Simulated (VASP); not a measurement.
# Mo (Im-3m) in VASP: single point with LDA

Aim: the single point of Mo with LDA.

All numbers are computed with VASP 6.6.1; they aren't measurements. Logs are shortened: lines on timing, memory, paths and dates and some standing lists are left out, and cuts for length are marked.

### 1 The cell of the first run

Symmetry: Im-3m, No. 229, cubic system. The conventional cell has a = 3.111 Å, b = 3.111 Å, c = 3.111 Å, α = 90.00°, β = 90.00°, γ = 90.00°. Within 3.6 Å of Mo (site symmetry m-3m) lie 14 Mo at 2.69 to 3.11 Å.

### 2 Single point, LDA

INCAR reads:

```
SYSTEM = Mo
ALGO = Normal ; EDIFF = 1E-6
ENCUT = 500 ; GGA_COMPAT = .False.
ISIF = 2 ; ISMEAR = 0
LASPH = .True. ; LCHARG = .False.
LREAL = .False. ; LWAVE = .False.
NBANDS = 13 ; NELM = 120
PREC = Accurate ; SIGMA = 0.1
```

KPOINTS reads:

```
k-points
0
Gamma
  18 18 18
  0 0 0
```

POSCAR reads:

```
Mo
1.0
   -1.5556470502      1.5556470502      1.5556470502
    1.5556470502     -1.5556470502      1.5556470502
    1.5556470502      1.5556470502     -1.5556470502
Mo
1
Direct
    0.0000000000      0.0000000000      0.0000000000
```

Potentials or basis: VASP PAW LDA potentials, release 64 (Mo_sv).

Command:

```bash
cat potpaw_LDA.64/Mo_sv/POTCAR > POTCAR
mpirun -np 1 vasp_std > vasp.out
```

OUTCAR:

```text
SYSTEM = Mo
   EDIFF = 1E-6
   ENCUT = 500
   ISIF = 2
   ISMEAR = 0
   LASPH = .True.
   LREAL = .False.
   NELM = 120
   PREC = Accurate

 ion  position               nearest neighbor table
   1  0.000  0.000  0.000-

  LATTYP: Found a body centered cubic cell.
 ALAT       =     3.1112941004

  Lattice vectors:

 A1 = (  -1.5556470502,   1.5556470502,   1.5556470502)
 A2 = (   1.5556470502,  -1.5556470502,   1.5556470502)
 A3 = (   1.5556470502,   1.5556470502,  -1.5556470502)

Analysis of symmetry for initial positions (statically):
=====================================================================
 Subroutine PRICEL returns:
 Original cell was already a primitive cell.

 Routine SETGRP: Setting up the symmetry group for a
 body centered cubic supercell.

 Subroutine GETGRP returns: Found 48 space group operations
 (whereof 48 operations were pure point group operations)
 out of a pool of 48 trial point group operations.

The static configuration has the point symmetry O_h .

Analysis of symmetry for dynamics (positions and initial velocities):
=====================================================================
 Subroutine PRICEL returns:
 Original cell was already a primitive cell.

 Routine SETGRP: Setting up the symmetry group for a
 body centered cubic supercell.

 Subroutine GETGRP returns: Found 48 space group operations
 (whereof 48 operations were pure point group operations)
 out of a pool of 48 trial point group operations.

The dynamic configuration has the point symmetry O_h .

 Subroutine INISYM returns: Found 48 space group operations
 (whereof 48 operations are pure point group operations),
 and found     1 'primitive' translations

----------------------------------------------------------------------------------------

                                     Primitive cell

  volume of cell :      15.0589

  direct lattice vectors                    reciprocal lattice vectors
    -1.555647050  1.555647050  1.555647050     0.000000000  0.321409667  0.321409667
     1.555647050 -1.555647050  1.555647050     0.321409667  0.000000000  0.321409667
     1.555647050  1.555647050 -1.555647050     0.321409667  0.321409667  0.000000000

  length of vectors
     2.694459730  2.694459730  2.694459730     0.454541910  0.454541910  0.454541910

  position of ions in fractional coordinates (direct lattice)
     0.000000000  0.000000000  0.000000000

  ion indices of the primitive-cell ions
   primitive index   ion index
                 1           1

----------------------------------------------------------------------------------------

 KPOINTS: k-points

Automatic generation of k-mesh.
 Grid dimensions read from file:
 generate k-points for:   18   18   18

 Generating k-lattice:

  Cartesian coordinates                     Fractional coordinates (reciprocal lattice)
     0.000000000  0.017856093  0.017856093     0.055555556  0.000000000  0.000000000
     0.017856093  0.000000000  0.017856093     0.000000000  0.055555556  0.000000000
     0.017856093  0.017856093  0.000000000     0.000000000  0.000000000  0.055555556

  Length of vectors
     0.025252328  0.025252328  0.025252328

  Shift w.r.t. Gamma in fractional coordinates (k-lattice)
     0.000000000  0.000000000  0.000000000

 Subroutine IBZKPT returns following result:
 ===========================================

 Found    195 irreducible k-points:

 Following reciprocal coordinates:
            Coordinates               Weight
  0.000000  0.000000  0.000000      1.000000
  0.055556  0.000000  0.000000     12.000000
  0.111111  0.000000  0.000000     12.000000
  0.166667  0.000000  0.000000     12.000000
  0.222222  0.000000  0.000000     12.000000
  0.277778  0.000000  0.000000     12.000000
[... 16 lines left out ...]
  0.333333  0.111111  0.000000     48.000000
  0.388889  0.111111  0.000000     48.000000
 [... further k-points ...]
   k-points           NKPTS =    195   k-points in BZ     NKDIM =    195   number of bands    NBANDS=     13
   number of dos      NEDOS =    301   number of ions     NIONS =      1
   total plane-waves  NPLWV =   8000
   dimension x,y,z NGX =    20 NGY =   20 NGZ =   20
   dimension x,y,z NGXF=    40 NGYF=   40 NGZF=   40
   ions per type =               1
   NGX,Y,Z   is equivalent  to a cutoff of  12.34, 12.34, 12.34 a.u.
   NGXF,Y,Z  is equivalent  to a cutoff of  24.68, 24.68, 24.68 a.u.
 SYSTEM =  Mo
   PREC   = accura    normal or accurate (medium, high low for compatibility)
   ISTART =      0    job   : 0-new  1-cont  2-samecut
   ICHARG =      2    charge: 1-file 2-atom 10-const
   ISPIN  =      1    spin polarized calculation?
   LNONCOLLINEAR =      F non collinear calculations
   LSORBIT =      F    spin-orbit coupling
   LASPH  =      T    aspherical Exc in radial PAW
   ENCUT  =  500.0 eV  36.75 Ry    6.06 a.u.   4.91  4.91  4.91*2*pi/ulx,y,z
   NELM   =    120;   NELMIN=  2; NELMDL= -5     # of ELM steps
   EDIFF  = 0.1E-05   stopping-criterion for ELM
   LREAL  =      F    real-space projection
   EDIFFG = 0.1E-04   stopping-criterion for IOM
   NSW    =      0    number of steps for IOM
   IBRION =     -1    ionic relax: 0-MD 1-quasi-New 2-CG
   NFREE  =      0    steps in history (QN), initial steepest desc. (CG)
   ISIF   =      2    stress and relaxation
   ISYM   =      2    0-nonsym 1-usesym 2-fastsym
   POTIM  = 0.5000    time-step for ionic-motion
   TEBEG  =    0.0;   TEEND  =   0.0 temperature during run
   PSTRESS=    0.0 pullay stress
   NELECT =      14.0000    total number of electrons
   NUPDOWN=      -1.0000    fix difference up-down
   EMIN   =  10.00;   EMAX   =-10.00  energy-range for DOS
   EFERMI =   0.00;   METHOD = LEGACY
   ISMEAR =     0;   SIGMA  =   0.10  broadening in eV -4-tet -1-fermi 0-gaus
   EFERMI_NEDOS =   21; number of points for ismear=-14 and -15
   IALGO  =     38    algorithm
   IMIX   =      4    mixing-type and parameters
     AMIX     =   0.40;   BMIX     =  1.00
     AMIX_MAG =   1.60;   BMIX_MAG =  1.00
  volume/ion in A,a.u.               =      15.06       101.62
  Fermi-wavevector in a.u.,A,eV,Ry     =   1.597790  3.019386 34.734773  2.552934
  Thomas-Fermi vector in A             =   2.695341
   LORBIT       =      0    0 simple, 1 ext, 2 COOP (PROOUT), +10 PAW based schemes
   GGA     = CA    functional components
   LHFCALC =     F    Hartree Fock is set to
   AEXX    =    0.0000 exact exchange contribution
   IVDW    =     0    specifies the selected vdW correction
   LEPSILON=     F    determine dielectric tensor
   LRPA    =     F    only Hartree local field effects (RPA)
 non-spin polarized calculation
 Gauss-broadening in eV      SIGMA  =   0.10
  energy-cutoff  :      500.00
  volume of cell :       15.06
 maximum number of plane-waves:       394
   NGX =  9   NGY =  9   NGZ =  9

 number of electron      13.9999996 magnetization

 Free energy of the ion-electron system (eV)
  ---------------------------------------------------
  ext. energy  EPLUGINS =         0.00000000
  ---------------------------------------------------
  free energy    TOTEN  =       -12.13020164 eV

  energy without entropy =      -12.12808609  energy(sigma->0) =      -12.12914386

 E-fermi :  13.1125     XC(G=0): -13.8134

 val. band max:       13.0988236996   @ k =  -0.3889   0.4444   0.2778
 cond. band min:      13.1586703602   @ k =  -0.3333   0.3889   0.2778
 fundamental gap:      0.0598466606
 Fermi energy:        13.1124714191

 k-point     1 :       0.0000    0.0000    0.0000
  band No.  band energies     occupation
      1     -47.8677      2.00000
      2     -21.2151      2.00000
      3     -21.2151      2.00000
      4     -21.2151      2.00000
      5       5.7351      2.00000
      6      11.6297      2.00000
      7      11.6297      2.00000
      8      11.6297      2.00000
      9      14.7727      0.00000
     10      14.7727      0.00000
     11      27.9572      0.00000
     12      27.9572      0.00000
     13      27.9572      0.00000

 k-point     2 :       0.0556    0.0000    0.0000
  band No.  band energies     occupation
      1     -47.8584      2.00000
      2     -21.2671      2.00000
      3     -21.2310      2.00000
      4     -21.2155      2.00000
      5       5.8788      2.00000
      6      11.5473      2.00000
      7      11.6168      2.00000
      8      11.7654      2.00000
      9      14.6477      0.00000
     10      14.7743      0.00000
     11      28.0693      0.00000
     12      28.1994      0.00000
     13      28.2588      0.00000

 k-point     3 :       0.1111    0.0000    0.0000
  band No.  band energies     occupation
      1     -47.8316      2.00000
      2     -21.4153      2.00000
      3     -21.2765      2.00000
      4     -21.2168      2.00000
      5       6.2873      2.00000
      6      11.3186      2.00000
      7      11.5598      2.00000
      8      12.1666      2.00000
      9      14.3750      0.00000
     10      14.7849      0.00000
     11      28.3422      0.00000
     12      28.9048      0.00000
     13      29.0174      0.00000

 k-point     4 :       0.1667    0.0000    0.0000
  band No.  band energies     occupation
      1     -47.7904      2.00000
      2     -21.6380      2.00000
      3     -21.3455      2.00000
      4     -21.2188      2.00000
      5       6.8824      2.00000
      6      10.9903      2.00000
      7      11.4434      2.00000
      8      12.8165      1.99997
      9      14.1676      0.00000
     10      14.8187      0.00000
     11      28.5564      0.00000
     12      29.8069      0.00000
     13      30.0196      0.00000

 k-point     5 :       0.2222    0.0000    0.0000
  band No.  band energies     occupation
      1     -47.7394      2.00000
      2     -21.9048      2.00000
      3     -21.4292      2.00000
      4     -21.2212      2.00000
      5       7.4959      2.00000
      6      10.6185      2.00000
      7      11.3844      2.00000
      8      13.6850      0.00000
      9      14.1598      0.00000
     10      14.8900      0.00000
     11      28.3603      0.00000
     12      29.9833      0.00000
     13      31.4735      0.00000
[... 257 lines left out ...]
 k-point    22 :       0.2778    0.1111   -0.0000
  band No.  band energies     occupation
      1     -47.6189      2.00000
      2     -22.4319      2.00000
      3     -21.6336      2.00000
      4     -21.2932      2.00000
      5       8.2765      2.00000
      6      10.0044      2.00000
      7      11.7164      2.00000
      8      14.2796      0.00000
      9      15.4464      0.00000
     10      16.6824      0.00000
     11      27.0022      0.00000
     12      28.1339      0.00000
     13      32.7863      0.00000

 k-point    23 :       0.3333    0.1111    0.0000
  band No.  band energies     occupation
      1     -47.5787      2.00000
      2     -22.6037      2.00000
      3     -21.7143      2.00000
      4     -21.2972      2.00000
      5       8.1102      2.00000
      6       9.7885      2.00000
      7      12.5133      2.00000
      8      14.5745      0.00000
      9      15.6343      0.00000
     10      17.8662      0.00000
     11      26.0933      0.00000
     12      26.8927      0.00000
     13      31.4790      0.00000

 k-point    24 :       0.3889    0.1111    0.0000
  band No.  band energies     occupation
      1     -47.5523      2.00000
      2     -22.7143      2.00000
      3     -21.7669      2.00000
      4     -21.2996      2.00000
      5       7.9530      2.00000
      6       9.6561      2.00000
      7      13.1679      0.43337
      8      14.7005      0.00000
      9      15.9180      0.00000
     10      18.7937      0.00000
     11      25.2744      0.00000
     12      26.0669      0.00000
     13      30.5239      0.00000

 [... further k-points ...]

------------------------ aborting loop because EDIFF is reached ----------------------------------------

  FORCE on cell =-STRESS in cart. coord.  units (eV):
  Direction    XX          YY          ZZ          XY          YZ          ZX
  --------------------------------------------------------------------------------------
  -------------------------------------------------------------------------------------
  Total        0.1170332      0.1170332      0.1170332     -0.0000000      0.0000000      0.0000000
  in kB       12.4516425     12.4516425     12.4516425     -0.0000000      0.0000000      0.0000000
  external PRESSURE =      12.4516425 kB  Pullay stress =       0.0000000 kB

 VOLUME and BASIS-vectors are now :
 -----------------------------------------------------------------------------
  energy-cutoff  :      500.00
  volume of cell :       15.06
      direct lattice vectors                 reciprocal lattice vectors
    -1.555647050  1.555647050  1.555647050     0.000000000  0.321409667  0.321409667
     1.555647050 -1.555647050  1.555647050     0.321409667  0.000000000  0.321409667
     1.555647050  1.555647050 -1.555647050     0.321409667  0.321409667  0.000000000

 POSITION                                       TOTAL-FORCE (eV/Angst)
 -----------------------------------------------------------------------------------
      0.00000      0.00000      0.00000         0.000000      0.000000     -0.000000
 -----------------------------------------------------------------------------------
    total drift:                                0.000000     -0.000000      0.000000

  FREE ENERGIE OF THE ION-ELECTRON SYSTEM (eV)
  ---------------------------------------------------
  free  energy   TOTEN  =       -12.1302016378 eV

  energy  without entropy=      -12.1280860903  energy(sigma->0) =      -12.12914386
```

Wall time 14 s (1 thread of Intel Xeon Platinum 8488C (Sapphire Rapids), shared host); peak memory 0.14 GiB.

What came out:

| Property | Result |
| --- | --- |
| Free energy | -12.1302 eV |
| Pressure | 1.2 GPa |
| Band gap on the k mesh | zero (band 7 reaches 17.31 eV, above the bottom of band 8 at 11.63 eV) |
